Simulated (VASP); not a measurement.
# AlN (Cmcm) in VASP: a series of runs

AlN is run at these levels: LDA; tasks: single point.

Program: VASP 6.6.1. These are calculated values, not measurements. Logs are shortened: lines on timing, memory, paths and dates and some standing lists are left out, and cuts for length are marked.

## 1. The cell of the first run

It takes space group Cmcm (No. 63, orthorhombic). Conventional cell: a = 4.011 Å, b = 4.011 Å, c = 4.011 Å, α = 90.00°, β = 90.00°, γ = 90.00°. Within 2.6 Å of Al (site symmetry m2m) lie 6 N at 1.94 to 2.07 Å. N (site symmetry m2m) has 6 Al at 1.94 to 2.07 Å within 2.6 Å.

## 2. Single point, LDA

Input file INCAR:

```
SYSTEM = AlN
  PREC = Accurate
  ENCUT = 520
  EDIFF = 1E-6
  ISMEAR = 0
  SIGMA = 0.05
  LREAL = .False.
  LASPH = .True.
  NELM = 60
  ALGO = Normal
  ISIF = 2
  LWAVE = .False.
  LCHARG = .False.
  GGA = CA
  NBANDS = 16
```

Input file KPOINTS:

```
regular mesh
0
Gamma
  8 8 6
  0 0 0
```

Input file POSCAR:

```
AlN
1.0
    0.0000000000     -2.0055201245     -2.0055201245
    0.0000000000      2.0055201245     -2.0055201245
    4.0110402489      0.0000000000      0.0000000000
Al N
2 2
Direct
    0.5279229310      0.4720770690      0.0000000000
   -0.0279229310      0.0279229310      0.5000000000
    0.4885639493      0.5114360507      0.5000000000
    0.0114360507      0.9885639493      0.0000000000
```

Potentials or basis: VASP PAW LDA potentials, release 64 (Al, N).

Command:

```
$ cat potpaw_LDA.64/Al/POTCAR potpaw_LDA.64/N/POTCAR > POTCAR
$ mpirun -np 1 vasp_std > vasp.out
```

OUTCAR:

```text
SYSTEM = AlN
   PREC = Accurate
   ENCUT = 520
   EDIFF = 1E-6
   ISMEAR = 0
   LREAL = .False.
   LASPH = .True.
   NELM = 60
   ISIF = 2
   GGA = CA

 ion  position               nearest neighbor table
   1  0.528  0.472  0.000-   4 1.94   4 2.01   4 2.01   3 2.01   3 2.01   4 2.07   2 2.68   2 2.68
                             2 2.85   2 2.85   2 2.85   2 2.85   2 3.00   2 3.00
   2  0.972  0.028  0.500-   3 1.94   3 2.01   3 2.01   4 2.01   4 2.01   3 2.07   1 2.68   1 2.68
                             1 2.85   1 2.85   1 2.85   1 2.85   1 3.00   1 3.00
   3  0.489  0.511  0.500-   2 1.94   2 2.01   2 2.01   1 2.01   1 2.01   2 2.07
   4  0.011  0.989  0.000-   1 1.94   1 2.01   1 2.01   2 2.01   2 2.01   1 2.07

  LATTYP: Found a simple tetragonal cell.
 ALAT       =     2.8362337597
 C/A-ratio  =     1.4142135623

  Lattice vectors:

 A1 = (   0.0000000000,  -2.0055201245,  -2.0055201245)
 A2 = (   0.0000000000,   2.0055201245,  -2.0055201245)
 A3 = (   4.0110402489,   0.0000000000,   0.0000000000)

Analysis of symmetry for initial positions (statically):
=====================================================================
 Subroutine PRICEL returns:
 Original cell was already a primitive cell.

 Routine SETGRP: Setting up the symmetry group for a
 simple tetragonal supercell.

 Subroutine GETGRP returns: Found  8 space group operations
 (whereof  4 operations were pure point group operations)
 out of a pool of 16 trial point group operations.

The static configuration has the point symmetry C_2v.
 The point group associated with its full space group is D_2h.

Analysis of symmetry for dynamics (positions and initial velocities):
=====================================================================
 Subroutine PRICEL returns:
 Original cell was already a primitive cell.

 Routine SETGRP: Setting up the symmetry group for a
 simple tetragonal supercell.

 Subroutine GETGRP returns: Found  8 space group operations
 (whereof  4 operations were pure point group operations)
 out of a pool of 16 trial point group operations.

The dynamic configuration has the point symmetry C_2v.
 The point group associated with its full space group is D_2h.

 Subroutine INISYM returns: Found  8 space group operations
 (whereof  4 operations are pure point group operations),
 and found     1 'primitive' translations

----------------------------------------------------------------------------------------

                                     Primitive cell

  volume of cell :      32.2657

  direct lattice vectors                    reciprocal lattice vectors
     0.000000000 -2.005520124 -2.005520124     0.000000000 -0.249311884 -0.249311884
     0.000000000  2.005520124 -2.005520124     0.000000000  0.249311884 -0.249311884
     4.011040249  0.000000000  0.000000000     0.249311884  0.000000000  0.000000000

  length of vectors
     2.836233760  2.836233760  4.011040249     0.352580247  0.352580247  0.249311884

  position of ions in fractional coordinates (direct lattice)
     0.527922931  0.472077069  0.000000000
     0.972077069  0.027922931  0.500000000
     0.488563949  0.511436051  0.500000000
     0.011436051  0.988563949  0.000000000

  ion indices of the primitive-cell ions
   primitive index   ion index
                 1           1
                 2           2
                 3           3
                 4           4

----------------------------------------------------------------------------------------

 KPOINTS: regular mesh

Automatic generation of k-mesh.
 Grid dimensions read from file:
 generate k-points for:    8    8    6

 Generating k-lattice:

  Cartesian coordinates                     Fractional coordinates (reciprocal lattice)
     0.000000000 -0.031163985 -0.031163985     0.125000000  0.000000000  0.000000000
     0.000000000  0.031163985 -0.031163985     0.000000000  0.125000000  0.000000000
     0.041551981  0.000000000  0.000000000     0.000000000  0.000000000  0.166666667

  Length of vectors
     0.044072531  0.044072531  0.041551981

  Shift w.r.t. Gamma in fractional coordinates (k-lattice)
     0.000000000  0.000000000  0.000000000

 Subroutine IBZKPT returns following result:
 ===========================================

 Found     84 irreducible k-points:

 Following reciprocal coordinates:
            Coordinates               Weight
  0.000000  0.000000  0.000000      1.000000
  0.125000  0.000000  0.000000      4.000000
  0.250000  0.000000  0.000000      4.000000
  0.375000  0.000000  0.000000      4.000000
  0.500000  0.000000  0.000000      2.000000
  0.125000  0.125000  0.000000      2.000000
[... 16 lines left out ...]
  0.125000  0.000000  0.166667      8.000000
  0.250000  0.000000  0.166667      8.000000
 [... further k-points ...]
   k-points           NKPTS =     84   k-points in BZ     NKDIM =     84   number of bands    NBANDS=     16
   number of dos      NEDOS =    301   number of ions     NIONS =      4
   total plane-waves  NPLWV =  17280
   dimension x,y,z NGX =    24 NGY =   24 NGZ =   30
   dimension x,y,z NGXF=    48 NGYF=   48 NGZF=   60
   ions per type =               2   2
   NGX,Y,Z   is equivalent  to a cutoff of  14.07, 14.07, 12.43 a.u.
   NGXF,Y,Z  is equivalent  to a cutoff of  28.14, 28.14, 24.87 a.u.
 SYSTEM =  AlN
   PREC   = accura    normal or accurate (medium, high low for compatibility)
   ISTART =      0    job   : 0-new  1-cont  2-samecut
   ICHARG =      2    charge: 1-file 2-atom 10-const
   ISPIN  =      1    spin polarized calculation?
   LNONCOLLINEAR =      F non collinear calculations
   LSORBIT =      F    spin-orbit coupling
   LASPH  =      T    aspherical Exc in radial PAW
   ENCUT  =  520.0 eV  38.22 Ry    6.18 a.u.   5.27  5.27  7.46*2*pi/ulx,y,z
   NELM   =     60;   NELMIN=  2; NELMDL= -5     # of ELM steps
   EDIFF  = 0.1E-05   stopping-criterion for ELM
   LREAL  =      F    real-space projection
   EDIFFG = 0.1E-04   stopping-criterion for IOM
   NSW    =      0    number of steps for IOM
   IBRION =     -1    ionic relax: 0-MD 1-quasi-New 2-CG
   NFREE  =      0    steps in history (QN), initial steepest desc. (CG)
   ISIF   =      2    stress and relaxation
   ISYM   =      2    0-nonsym 1-usesym 2-fastsym
   POTIM  = 0.5000    time-step for ionic-motion
   TEBEG  =    0.0;   TEEND  =   0.0 temperature during run
   PSTRESS=    0.0 pullay stress
   NELECT =      16.0000    total number of electrons
   NUPDOWN=      -1.0000    fix difference up-down
   EMIN   =  10.00;   EMAX   =-10.00  energy-range for DOS
   EFERMI =   0.00;   METHOD = LEGACY
   ISMEAR =     0;   SIGMA  =   0.05  broadening in eV -4-tet -1-fermi 0-gaus
   EFERMI_NEDOS =   21; number of points for ismear=-14 and -15
   IALGO  =     38    algorithm
   IMIX   =      4    mixing-type and parameters
     AMIX     =   0.40;   BMIX     =  1.00
     AMIX_MAG =   1.60;   BMIX_MAG =  1.00
  volume/ion in A,a.u.               =       8.07        54.43
  Fermi-wavevector in a.u.,A,eV,Ry     =   1.295790  2.448687 22.845142  1.679071
  Thomas-Fermi vector in A             =   2.427287
   LORBIT       =      0    0 simple, 1 ext, 2 COOP (PROOUT), +10 PAW based schemes
   GGA     = CA    functional components
   LHFCALC =     F    Hartree Fock is set to
   AEXX    =    0.0000 exact exchange contribution
   IVDW    =     0    specifies the selected vdW correction
   LEPSILON=     F    determine dielectric tensor
   LRPA    =     F    only Hartree local field effects (RPA)
 non-spin polarized calculation
 Gauss-broadening in eV      SIGMA  =   0.05
  energy-cutoff  :      520.00
  volume of cell :       32.27
 maximum number of plane-waves:       888
 NGX is ok and might be reduce to    24
   NGX = 11   NGY = 11   NGZ = 15

 number of electron      16.0000005 magnetization

 Free energy of the ion-electron system (eV)
  ---------------------------------------------------
  ext. energy  EPLUGINS =         0.00000000
  ---------------------------------------------------
  free energy    TOTEN  =       -32.30769779 eV

  energy without entropy =      -32.30769779  energy(sigma->0) =      -32.30769779

 E-fermi :  10.2936     XC(G=0): -12.6863

 val. band max:       10.0407581658   @ k =   0.0000   0.0000   0.0000
 cond. band min:      14.6462297676   @ k =   0.5000   0.5000   0.0000
 fundamental gap:      4.6054716018
 Fermi energy:        10.2935717006

 k-point     1 :       0.0000    0.0000    0.0000
  band No.  band energies     occupation
      1      -7.6057      2.00000
      2      -3.1253      2.00000
      3       2.4549      2.00000
      4       7.1516      2.00000
      5       7.1583      2.00000
      6       9.9684      2.00000
[... 8 lines left out ...]
     15      24.6255      0.00000
     16      27.1852      0.00000

 k-point     2 :       0.1250    0.0000    0.0000
  band No.  band energies     occupation
      1      -7.3851      2.00000
      2      -3.0850      2.00000
      3       2.6759      2.00000
      4       6.1056      2.00000
      5       7.2847      2.00000
      6       9.0625      2.00000
[... 8 lines left out ...]
     15      24.2448      0.00000
     16      25.6270      0.00000

 k-point     3 :       0.2500    0.0000    0.0000
  band No.  band energies     occupation
      1      -6.7417      2.00000
      2      -3.1025      2.00000
      3       3.3297      2.00000
      4       4.4276      2.00000
      5       7.1772      2.00000
      6       7.6823      2.00000
[... 8 lines left out ...]
     15      23.7162      0.00000
     16      23.8566      0.00000

 k-point     4 :       0.3750    0.0000    0.0000
  band No.  band energies     occupation
      1      -5.7440      2.00000
      2      -3.5505      2.00000
      3       3.5887      2.00000
      4       4.3833      2.00000
      5       5.3548      2.00000
      6       7.3090      2.00000
[... 8 lines left out ...]
     15      22.6709      0.00000
     16      23.6454      0.00000
[... 324 lines left out ...]
 k-point    22 :       0.0000    0.0000    0.1667
  band No.  band energies     occupation
      1      -7.4094      2.00000
      2      -3.6672      2.00000
      3       3.0951      2.00000
      4       7.2927      2.00000
      5       7.3014      2.00000
      6       9.3789      2.00000
[... 8 lines left out ...]
     15      24.2216      0.00000
     16      25.1383      0.00000

 k-point    23 :       0.1250    0.0000    0.1667
  band No.  band energies     occupation
      1      -7.1915      2.00000
      2      -3.5790      2.00000
      3       3.1714      2.00000
      4       6.3807      2.00000
      5       7.4183      2.00000
      6       8.2376      2.00000
[... 8 lines left out ...]
     15      23.7445      0.00000
     16      25.3870      0.00000

 k-point    24 :       0.2500    0.0000    0.1667
  band No.  band energies     occupation
      1      -6.5582      2.00000
      2      -3.4372      2.00000
      3       3.0486      2.00000
      4       5.3449      2.00000
      5       6.3062      2.00000
      6       7.7853      2.00000
[... 8 lines left out ...]
     15      22.8988      0.00000
     16      24.3282      0.00000

 [... further k-points ...]
[... 5 lines left out ...]
  --------------------------------------------------------------------------------------
  -------------------------------------------------------------------------------------
  Total        0.4662793      0.6657072     -0.0454719      0.0000000      0.0000000      0.0000000
  in kB       23.1534456     33.0561873     -2.2579434      0.0000000      0.0000000      0.0000000
  external PRESSURE =      17.9838965 kB  Pullay stress =       0.0000000 kB

 VOLUME and BASIS-vectors are now :
 -----------------------------------------------------------------------------
  energy-cutoff  :      520.00
  volume of cell :       32.27
      direct lattice vectors                 reciprocal lattice vectors
     0.000000000 -2.005520124 -2.005520124     0.000000000 -0.249311884 -0.249311884
     0.000000000  2.005520124 -2.005520124     0.000000000  0.249311884 -0.249311884
     4.011040249  0.000000000  0.000000000     0.249311884  0.000000000  0.000000000

 POSITION                                       TOTAL-FORCE (eV/Angst)
 -----------------------------------------------------------------------------------
      0.00000     -0.11200     -2.00552         0.000000      1.288986      0.000000
      2.00552     -1.89352     -2.00552         0.000000     -1.288986      0.000000
      2.00552      0.04587     -2.00552         0.000000     -0.227686      0.000000
      0.00000      1.95965     -2.00552         0.000000      0.227686      0.000000
 -----------------------------------------------------------------------------------
    total drift:                                0.000000     -0.000000      0.000000

  FREE ENERGIE OF THE ION-ELECTRON SYSTEM (eV)
  ---------------------------------------------------
  free  energy   TOTEN  =       -32.3076977945 eV

  energy  without entropy=      -32.3076977945  energy(sigma->0) =      -32.30769779
```

It took 11 s on 1 thread of Intel Xeon 6975P-C (Granite Rapids), shared host; peak memory 0.15 GiB.

What came out:

| Property | Result |
| --- | --- |
| Free energy | -32.3077 eV |
| Pressure | 1.8 GPa |
| Largest force | 1.289 eV/Å |
| Band gap on the k mesh | 4.61 eV, indirect (least direct gap 4.70 eV) |

Forces on the atoms (eV/Å):
```
Al   0.000  1.289  0.000
Al   0.000 -1.289  0.000
N    0.000 -0.228  0.000
N    0.000  0.228  0.000
```

Caveat: forces of over 1 eV/Å act on the atoms, so gaps and moduli don't describe the material at rest. A k mesh can miss the band edges.

## 3. Single point, LDA

Input file INCAR:

```
PREC = Accurate ; ENCUT = 520
EDIFF = 1E-6 ; ISMEAR = 0
SIGMA = 0.05 ; LREAL = False
LASPH = True ; NELM = 100
ALGO = Normal ; ISIF = 2
LWAVE = False ; LCHARG = False
NBANDS = 16
```

Input file KPOINTS:

```
Automatic mesh
0
Gamma
  8 8 6
```

Input file POSCAR:

```
AlN
1.0
    0.0000000000     -2.0055201245     -2.0055201245
    0.0000000000      2.0055201245     -2.0055201245
    4.0110402489      0.0000000000      0.0000000000
Al N
2 2
Direct
    0.5223383448      0.4776616552      0.0000000000
   -0.0223383448      0.0223383448      0.5000000000
    0.4908511594      0.5091488406      0.5000000000
    0.0091488406      0.9908511594      0.0000000000
```

Potentials or basis: VASP PAW LDA potentials, release 64 (Al, N).

Command:

```
$ cat potpaw_LDA.64/Al/POTCAR potpaw_LDA.64/N/POTCAR > POTCAR
$ mpirun -np 1 vasp_std > vasp.out
```

It took 10 s on 1 thread of Intel Xeon 6975P-C (Granite Rapids), shared host; peak memory 0.15 GiB.

It converged, with:

| Quantity | Value |
| --- | --- |
| Free energy | -32.3632 eV |
| Pressure | 1.4 GPa |
| Largest force | 1.022 eV/Å |
| Band gap on the k mesh | 4.64 eV, indirect (least direct gap 4.70 eV) |

Forces in eV/Å, atoms in the order of the input:
```
Al   0.000  1.022  0.000
Al   0.000 -1.022  0.000
N    0.000 -0.187  0.000
N    0.000  0.187  0.000
```

Stress tensor (GPa, compression positive):
```
1.69 0.00 0.00
0.00 2.34 0.00
0.00 0.00 0.07
```

Levels at points of the mesh, in eV from the valence-band top:
```csv
k point,band 5,band 6,band 7,band 8,band 9,band 10,band 11,band 12
"(0.00, 0.00, 0.00)",-2.88,-0.05,-0.02,0.00,4.70,5.15,6.07,11.81
"(0.50, 0.00, 0.00)",-4.29,-4.26,-1.22,-1.15,8.22,8.58,10.14,10.55
"(0.50, 0.50, 0.00)",-2.89,-2.89,-2.88,-2.87,4.64,4.68,5.08,5.14
"(0.00, 0.00, 0.50)",-1.69,-1.69,-1.69,-1.69,7.33,7.33,7.89,7.89
"(0.50, 0.00, 0.50)",-1.14,-1.14,-1.12,-1.12,6.23,6.23,10.94,10.94
"(0.50, 0.50, 0.50)",-5.87,-5.87,-4.01,-4.01,8.13,8.13,10.67,10.67
```

Caveat: forces of over 1 eV/Å act on the atoms, so gaps and moduli don't describe the material at rest. A k mesh can miss the band edges.

(Part 1 of 2 ends here.)
